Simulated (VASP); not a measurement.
Here is a VASP 6.6.1 calculation.

Contents of INCAR:

```
SYSTEM = Na
PREC = Accurate ; ENCUT = 520
EDIFF = 1E-6 ; ISMEAR = 1
SIGMA = 0.1 ; LREAL = .False.
LASPH = .True. ; NELM = 80
ALGO = Normal ; ISIF = 2
LWAVE = .False. ; LCHARG = .True.
GGA = PE ; LELF = .True.
LVHAR = .True. ; NBANDS = 10
```

KPOINTS

```
regular mesh
0
Gamma
  9 9 9
  0 0 0
```

The input POSCAR:

```
Na
1.0
    3.7810514169      0.0000000000      0.0000000000
   -1.2603504720      3.5648094627      0.0000000000
   -1.2603504720     -1.7824047307      3.0872155547
Na
1
Direct
    0.0000000000      0.0000000000      0.0000000000
```

Potentials or basis: VASP PAW PBE potentials, release 64 (Na_pv).

Launch:

```sh
$ cat potpaw_PBE.64/Na_pv/POTCAR > POTCAR
$ mpirun -np 1 vasp_std > vasp.out
```

(1) Predict the pressure.

## Answers

(1) -0.8 GPa.
